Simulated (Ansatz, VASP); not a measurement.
## Two plane-wave programs on Hg

```
CELL_PARAMETERS angstrom
3.70456 0.00000 0.00000
-1.85228 3.20825 0.00000
0.00000 0.00000 11.73586
ATOMIC_POSITIONS crystal
Hg 0.00000 0.00000 0.00000
Hg 0.00000 0.00000 0.50000
Hg 0.33333 0.66667 0.25000
Hg 0.66667 0.33333 0.75000
```

Alike in both runs: task single point; functional PBE; k mesh 12 × 12 × 4; occupations fermi-dirac, width 0.1 eV; no spin polarisation.

```csv
,VASP,Ansatz
version,VASP 6.6.1,Ansatz 0.2.0
potentials or method,"VASP PAW PBE potentials, release 64 (Hg), cutoff 500 eV","plane waves (420 eV) with PAW, scalar-relativistic"
valence electrons in the cell,48,80
```

```csv
,VASP,Ansatz,Ansatz less VASP
pressure (GPa),-0.5,-0.5,-0.01
```

With one functional, cell and mesh, what is left measures potentials, basis and numerics. VASP's potentials hold 48 valence electrons a cell and Ansatz's 80, so a difference there can come from the potentials and not from the codes.

Neither program's run includes spin-orbit coupling.
